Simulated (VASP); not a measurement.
Write the native input for VASP 6.6.1 that does the following.

```yaml
Task: electric field gradients
Functional: LDA
Potentials_or_basis: VASP PAW LDA potentials, release 64 (Rh_pv)
Cutoff: 520 eV
k_mesh: 16 × 16 × 16
Occupations: fermi-dirac, width 0.03 eV
Spin: no spin polarisation
Dipole_correction: no
Further_INCAR_settings: ALGO = Normal; EDIFF = 1e-08; NBANDS = 14
```

The structure of Rh lies in POSCAR:

```
Rh
1.0
    0.0000000000      1.8635190000      1.9015500000
    1.8635190000      0.0000000000      1.9015500000
    1.8635190000      1.8635190000      0.0000000000
Rh
1
Direct
    0.0000000000      0.0000000000      0.0000000000
```

This cell differs from its parent crystal: equal xx and yy strain of -2 %.

These files were run (other wordings do the same):

INCAR

```
PREC     = Accurate       # precision mode
ENCUT    = 520            # plane-wave cutoff, eV
EDIFF    = 1E-8           # SCF threshold, eV
ISMEAR   = -1             # smearing method
SIGMA    = 0.03           # smearing width, eV
LREAL    = F              # projectors in reciprocal space
LASPH    = T              # aspherical terms in the spheres
NELM     = 100            # most SCF steps
ALGO     = Normal         # electronic algorithm
ISIF     = 2              # what is computed and relaxed
LWAVE    = F              # write WAVECAR
LCHARG   = F              # write CHGCAR
LEFG     = T            
NBANDS   = 14             # bands
```

KPOINTS

```
Automatic mesh
0
Gamma
  16 16 16
```

Potentials or basis: VASP PAW LDA potentials, release 64 (Rh_pv).

Launch:

```console
$ cat potpaw_LDA.64/Rh_pv/POTCAR > POTCAR
$ mpirun -np 1 vasp_std > vasp.out
```

It gave:

```json
{"Pressure": "1.4 GPa"}
```

Caveat: the cell differs from its parent crystal (equal xx and yy strain of -2 %); without QUAD_EFG the Cq values of the log hold for a quadrupole moment of 1 mb, not for the nuclei.

It took 32 s on 1 thread of Intel Xeon 6975P-C (shared host), peak memory 0.17 GiB.
